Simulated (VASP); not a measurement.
# BaTiO3 in VASP: single point with LDA

Aim: the single point of BaTiO3 with LDA.

Everything below comes from runs of VASP 6.6.1. Logs are shortened: lines on timing, memory, paths and dates and some standing lists are left out, and cuts for length are marked.

**1. The cell of the first run**

The typed cell holds 5 atoms: a = 3.943 Å, b = 3.948 Å, c = 3.944 Å, α = 89.93°, β = 90.06°, γ = 90.07°.

**2. Single point, LDA**

File INCAR:

```
SYSTEM = BaTiO3
ALGO     = Normal         ! electronic algorithm
EDIFF    = 1E-6           ! SCF threshold, eV
ENCUT    = 600            ! plane-wave cutoff, eV
GGA      = CA             ! functional
GGA_COMPAT= .FALSE.      
ISIF     = 2              ! what is computed and relaxed
ISMEAR   = -1             ! smearing method
LASPH    = .TRUE.         ! aspherical terms in the spheres
LCHARG   = .FALSE.        ! write CHGCAR
LREAL    = .FALSE.        ! projectors in reciprocal space
LWAVE    = .FALSE.        ! write WAVECAR
NBANDS   = 28             ! bands
NELM     = 120            ! most SCF steps
PREC     = Accurate       ! precision mode
SIGMA    = 0.05           ! smearing width, eV
```

File KPOINTS:

```
k-points
0
G
  7 6 7
  0 0 0
```

File POSCAR:

```
BaTiO3
1.0
    3.9432260341      0.0013985994     -0.0033526162
   -0.0034760885      2.7898339231      2.7931371660
   -0.0008081657     -2.7867696800      2.7903689975
Ba Ti O
1 1 3
Direct
   -0.0045862478      1.0042589735      1.0038826274
    0.4868752187      0.5134043072      0.5124851284
    1.0086291086      0.4943355433      0.4945955773
    0.5045976017      0.4943442831      0.9905318697
    0.5044843188      0.9898768929      0.4947247870
```

Potentials or basis: VASP PAW LDA potentials, release 64 (Ba_sv, Ti_sv, O).

On the command line:

```sh
$ cat potpaw_LDA.64/Ba_sv/POTCAR potpaw_LDA.64/Ti_sv/POTCAR potpaw_LDA.64/O/POTCAR > POTCAR
$ mpirun -np 1 vasp_std > vasp.out
```

OUTCAR:

```text
SYSTEM = BaTiO3
   EDIFF = 1E-6
   ENCUT = 600
   GGA = CA
   ISIF = 2
   ISMEAR = -1
   LASPH = .TRUE.
   LREAL = .FALSE.
   NELM = 120
   PREC = Accurate

 ion  position               nearest neighbor table
   1  0.995  0.004  0.004-   3 2.74   4 2.74   5 2.74   4 2.79   3 2.79   5 2.79   5 2.79   3 2.79
                             4 2.79   5 2.84   4 2.85   3 2.85   2 3.36   2 3.39   2 3.39   2 3.40
   2  0.487  0.513  0.512-   5 1.88   4 1.89   3 1.89   3 2.06   4 2.06   5 2.07   1 3.36   1 3.39
                             1 3.39   1 3.40   1 3.43   1 3.44   1 3.44   1 3.48
   3  0.009  0.494  0.495-   2 1.89   2 2.06   1 2.74   1 2.79   1 2.79   1 2.85
   4  0.505  0.494  0.991-   2 1.89   2 2.06   1 2.74   1 2.79   1 2.79   1 2.85
   5  0.504  0.990  0.495-   2 1.88   2 2.07   1 2.74   1 2.79   1 2.79   1 2.84

  LATTYP: Found a triclinic cell.
 ALAT       =     5.5739044677
 B/A-ratio  =     0.7074444369
 C/A-ratio  =     1.0004844828
 COS(alpha) =     0.0001241515
 COS(beta)  =     0.4998063915
 COS(gamma) =     0.7066964838

  Lattice vectors:

 A1 = (  -3.9424178684,   2.7853710806,  -2.7870163813)
 A2 = (  -3.9432260341,  -0.0013985994,   0.0033526162)
 A3 = (  -0.0026679228,   5.5766036031,   0.0027681685)

Analysis of symmetry for initial positions (statically):
=====================================================================
 Subroutine PRICEL returns:
 Original cell was already a primitive cell.

 Routine SETGRP: Setting up the symmetry group for a
 triclinic supercell.

 Subroutine GETGRP returns: Found  1 space group operations
 (whereof  1 operations were pure point group operations)
 out of a pool of  2 trial point group operations.

The static configuration has the point symmetry C_1 .

Analysis of symmetry for dynamics (positions and initial velocities):
=====================================================================
 Subroutine PRICEL returns:
 Original cell was already a primitive cell.

 Routine SETGRP: Setting up the symmetry group for a
 triclinic supercell.

 Subroutine GETGRP returns: Found  1 space group operations
 (whereof  1 operations were pure point group operations)
 out of a pool of  2 trial point group operations.

The dynamic configuration has the point symmetry C_1 .

 Subroutine INISYM returns: Found  1 space group operations
[... 100 lines left out ...]
   LASPH  =      T    aspherical Exc in radial PAW
   ENCUT  =  600.0 eV  44.10 Ry    6.64 a.u.   7.88  7.88  7.88*2*pi/ulx,y,z
   NELM   =    120;   NELMIN=  2; NELMDL= -5     # of ELM steps
   EDIFF  = 0.1E-05   stopping-criterion for ELM
   LREAL  =      F    real-space projection
   EDIFFG = 0.1E-04   stopping-criterion for IOM
   NSW    =      0    number of steps for IOM
   IBRION =     -1    ionic relax: 0-MD 1-quasi-New 2-CG
   NFREE  =      0    steps in history (QN), initial steepest desc. (CG)
   ISIF   =      2    stress and relaxation
   ISYM   =      2    0-nonsym 1-usesym 2-fastsym
   POTIM  = 0.5000    time-step for ionic-motion
   TEBEG  =    0.0;   TEEND  =   0.0 temperature during run
   PSTRESS=    0.0 pullay stress
   NELECT =      40.0000    total number of electrons
   NUPDOWN=      -1.0000    fix difference up-down
   EMIN   =  10.00;   EMAX   =-10.00  energy-range for DOS
   EFERMI =   0.00;   METHOD = LEGACY
   ISMEAR =    -1;   SIGMA  =   0.05  broadening in eV -4-tet -1-fermi 0-gaus
   EFERMI_NEDOS =   21; number of points for ismear=-14 and -15
   IALGO  =     38    algorithm
   IMIX   =      4    mixing-type and parameters
     AMIX     =   0.40;   BMIX     =  1.00
     AMIX_MAG =   1.60;   BMIX_MAG =  1.00
  volume/ion in A,a.u.               =      12.28        82.86
  Fermi-wavevector in a.u.,A,eV,Ry     =   1.419261  2.682013 27.406221  2.014300
  Thomas-Fermi vector in A             =   2.540300
   LORBIT       =      0    0 simple, 1 ext, 2 COOP (PROOUT), +10 PAW based schemes
   GGA     = CA    functional components
   LHFCALC =     F    Hartree Fock is set to
   AEXX    =    0.0000 exact exchange contribution
   IVDW    =     0    specifies the selected vdW correction
   LEPSILON=     F    determine dielectric tensor
   LRPA    =     F    only Hartree local field effects (RPA)
 non-spin polarized calculation
  energy-cutoff  :      600.00
  volume of cell :       61.39
 maximum number of plane-waves:      2087
   NGX = 15   NGY = 15   NGZ = 15

 number of electron      40.0000009 magnetization

 Free energy of the ion-electron system (eV)
  ---------------------------------------------------
  ext. energy  EPLUGINS =         0.00000000
  ---------------------------------------------------
  free energy    TOTEN  =       -44.16555475 eV

  energy without entropy =      -44.16555475  energy(sigma->0) =      -44.16555475

 E-fermi :   4.8397     XC(G=0): -11.9540

 val. band max:        3.7954920181   @ k =  -0.4286   0.5000   0.4286
 cond. band min:       5.9179289004   @ k =   0.0000   0.0000   0.0000
 fundamental gap:      2.1224368823
 Fermi energy:         4.8396766735

 k-point     1 :       0.0000    0.0000    0.0000
  band No.  band energies     occupation
      1     -51.6949      2.00000
      2     -28.3626      2.00000
      3     -28.3603      2.00000
      4     -28.3536      2.00000
      5     -20.7190      2.00000
      6     -12.8029      2.00000
[... 733 lines left out ...]
     27       9.6424      0.00000
     28      12.2449      0.00000

 [... further k-points ...]

------------------------ aborting loop because EDIFF is reached ----------------------------------------

  FORCE on cell =-STRESS in cart. coord.  units (eV):
  Direction    XX          YY          ZZ          XY          YZ          ZX
  --------------------------------------------------------------------------------------
  -------------------------------------------------------------------------------------
  Total        0.9074344      0.9044946      0.8903539      0.0029809     -0.0099286      0.0074826
  in kB       23.6825076     23.6057844     23.2367368      0.0777954     -0.2591206      0.1952827
  external PRESSURE =      23.5083429 kB  Pullay stress =       0.0000000 kB

 VOLUME and BASIS-vectors are now :
 -----------------------------------------------------------------------------
  energy-cutoff  :      600.00
  volume of cell :       61.39
      direct lattice vectors                 reciprocal lattice vectors
     3.943226034  0.001398599 -0.003352616     0.253599584  0.000121229  0.000194522
    -0.003476089  2.789833923  2.793137166     0.000088620  0.179231806  0.179000639
    -0.000808166 -2.786769680  2.790368997     0.000215991 -0.179409466  0.179197560

 POSITION                                       TOTAL-FORCE (eV/Angst)
 -----------------------------------------------------------------------------------
      3.92512      0.00245      0.01939         0.019199     -0.001319     -0.029096
      1.91766      0.00482      2.86240         0.047897     -0.003871     -0.072674
      0.03191      0.00080      2.76082        -0.051287      0.000634      0.012796
      1.98722     -1.38054      4.14303        -0.008307     -0.030065      0.043554
      1.98545      1.38361      4.14364        -0.007502      0.034620      0.045420
 -----------------------------------------------------------------------------------
    total drift:                                0.000613      0.000142     -0.000663

  FREE ENERGIE OF THE ION-ELECTRON SYSTEM (eV)
  ---------------------------------------------------
  free  energy   TOTEN  =       -44.1655547516 eV

  energy  without entropy=      -44.1655547515  energy(sigma->0) =      -44.16555475
```

It took 2.5 min on 1 thread of Intel Xeon Platinum 8488C (Sapphire Rapids), shared host; peak memory 0.38 GiB.

Results:

```
Free energy            : -44.1656 eV
Pressure               : 2.4 GPa
Largest force          : 0.087 eV/Å
Band gap on the k mesh : 2.12 eV (least direct gap 2.32 eV)
```

Forces on the atoms (eV/Å):
```
Ba   0.019 -0.001 -0.029
Ti   0.048 -0.004 -0.073
O   -0.051  0.001  0.013
O   -0.008 -0.030  0.044
O   -0.008  0.035  0.045
```

Caveat: spin-orbit coupling is left out, which moves the levels of the heavy elements.
